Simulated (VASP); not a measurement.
Sc, 1 atom in the cell. Symmetry: Im-3m, No. 229, cubic system. The conventional cell has a = 3.680 Å, b = 3.680 Å, c = 3.680 Å, α = 90.00°, β = 90.00°, γ = 90.00°. Within 4.2 Å of Sc (site symmetry m-3m) lie 14 Sc at 3.19 to 3.68 Å. 

| Quantity | Value |
| --- | --- |
| Program | VASP 6.6.1 |
| Task | relaxation of cell and atoms |
| Functional | PBEsol |
| Potentials or basis | VASP PAW PBE potentials, release 64 (Sc_sv) |
| Cutoff | 600 eV |
| k mesh | 9 × 9 × 9 |
| Occupations | fermi-dirac, width 0.1 eV |
| Spin | no spin polarisation |
| Target pressure | 40 GPa |
| Dipole correction | no |
| Further INCAR settings | ALGO = Normal; EDIFF = 1e-06; IBRION = 2; EDIFFG = -0.01; NSW = 50; ISIF = 3 |

Potentials or basis: VASP PAW PBE potentials, release 64 (Sc_sv).

Command:

```bash
$ cat potpaw_PBE.64/Sc_sv/POTCAR > POTCAR
$ mpirun -np 1 vasp_std > vasp.out
```

Hardware: 1 thread of Intel(R) Xeon(R) 6975P-C (Granite Rapids) (shared host).

Problem. Estimate the wall time of this run.

Solution. Run time: 18 s on 1 thread of Intel(R) Xeon(R) 6975P-C (Granite Rapids) (shared host), peak memory 0.19 GiB. Counts: scf iterations 42, k points 35, ion steps 5.
